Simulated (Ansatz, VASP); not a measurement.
# Two plane-wave programs on Sr

INCAR

```
SYSTEM = Sr
PREC = Accurate ; ENCUT = 520
EDIFF = 1E-7 ; ISMEAR = -1
SIGMA = 0.1 ; LREAL = .False.
LASPH = .True. ; NELM = 100
ALGO = Normal ; ISIF = 2
LWAVE = .False. ; LCHARG = .True.
GGA = B5 ; ALDAX = 1.0
AGGAX = 1.0 ; AGGAC = 1.0
ALDAC = 0.0 ; LELF = .True.
LVHAR = .True. ; NBANDS = 17
```

Contents of KPOINTS:

```
regular mesh
0
Gamma
  10 10 5
  0 0 0
```

POSCAR

```
Sr
1.0
    4.1330185401      0.0000000000      0.0000000000
   -2.0665092700      3.5792990500      0.0000000000
    0.0000000000      0.0000000000      6.7519545790
Sr
2
Direct
    0.3333333333      0.6666666667      0.2500000000
    0.6666666667      0.3333333333      0.7500000000
```

Input for Ansatz:

```yaml
crystal:
  lattice:
    - [4.1330185401, 0.0, 0.0]
    - [-2.06650927, 3.57929905, 0.0]
    - [0.0, 0.0, 6.751954579]
  atoms:
    - { symbol: Sr, position: [0.3333333333, 0.6666666667, 0.25] }
    - { symbol: Sr, position: [0.6666666667, 0.3333333333, 0.75] }
hamiltonian:
  xc: blyp
  pseudopotentials:
    kind: paw
    azcp:
      Sr: "pseudopotentials/Sr.paw.azcp"
basis:
  ecutwfc: 420
  fft_grid_basis: typed
kpoints:
  mp_grid: { grid: [10, 10, 5], shift: [0, 0, 0] }
magnetization:
  spin_polarized: false
scf:
  occupations: { method: fermi_dirac, width: 0.1 }
  lower_state_search: "off"
output:
  stress: true
```

Alike in both runs: task single point; functional BLYP; k mesh 10 × 10 × 5; occupations fermi-dirac, width 0.1 eV; no spin polarisation.

```csv
,VASP,Ansatz
version,VASP 6.6.1,Ansatz 0.2.0
potentials or method,"VASP PAW PBE potentials, release 64 (Sr_sv), cutoff 520 eV","plane waves (420 eV) with PAW, scalar-relativistic"
valence electrons in the cell,20,20
```

```tsv
	VASP	Ansatz	Ansatz less VASP
pressure (GPa)	1.7	1.7	0.00
traceless stress, the component that is largest in VASP (GPa)	0.08	0.08	-0.002
```

VASP's potentials were made for PBE, not for BLYP. With one functional, cell and mesh, what is left measures potentials, basis and numerics.
